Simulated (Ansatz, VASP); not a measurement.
## PbF2: VASP beside Ansatz

```
Pb F
1.0
     0.00000    2.96044    2.96044
     2.96044    0.00000    2.96044
     2.96044    2.96044    0.00000
Pb F
1 2
Direct
  0.00000 0.00000 0.00000
  0.25000 0.25000 0.25000
  0.75000 0.75000 0.75000
```

Alike in both runs: task single point; functional HSE06; k mesh 4 × 4 × 4; no spin polarisation.

```csv
,VASP,Ansatz
version,VASP 6.6.1,Ansatz 0.2.0
potentials or method,"VASP PAW PBE potentials, release 64 (Pb_d, F)","plane waves, PAW"
plane-wave cutoff (eV),520,420
occupations,"gaussian, width 0.01 eV",fixed
valence electrons in the cell,28,28
```

|  | VASP | Ansatz | Ansatz less VASP |
| --- | --- | --- | --- |
| gap on the k mesh at the Fermi level (eV) | 5.72 | 5.73 | +0.008 |
| pressure (GPa) | 1.1 | 1.2 | +0.10 |

Ansatz's warnings: stress exchange threshold loose, stress scf threshold loose.

The k mesh is coarse, so the values compare programs but aren't converged. Spin-orbit coupling is off throughout.
